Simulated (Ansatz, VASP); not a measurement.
## Nb2C3: VASP beside Ansatz

```
Nb C
1.0
     3.82949    0.00000    0.00000
     0.00000    3.82949    0.00000
     0.00000    0.00000    3.94196
Nb C
2 3
Direct
  0.00000 0.00000 0.00000
  0.50000 0.50000 0.00000
  0.00000 0.50000 0.50000
  0.50000 0.00000 0.50000
  0.00000 0.00000 0.50000
```

Alike in both runs: functional PBE; k mesh 10 × 10 × 10; occupations gaussian, width 0.1 eV; no spin polarisation.

Ansatz relaxed the structure, and its values are those at the end. VASP's run is a single point on that final structure, the one shown.

```csv
,VASP,Ansatz
version,VASP 6.6.1,Ansatz 0.2.0
potentials or method,"VASP PAW PBE potentials, release 64 (Nb_sv, C), cutoff 520 eV","scalar-relativistic, plane waves, PAW"
valence electrons in the cell,38,38
```

```tsv
	VASP	Ansatz	Ansatz less VASP
gap on the k mesh at the Fermi level (eV)	none	none	-
pressure (GPa)	-0.2	0.0	+0.23
```

A gap of «none» marks a metal or a gap that the smearing closes.
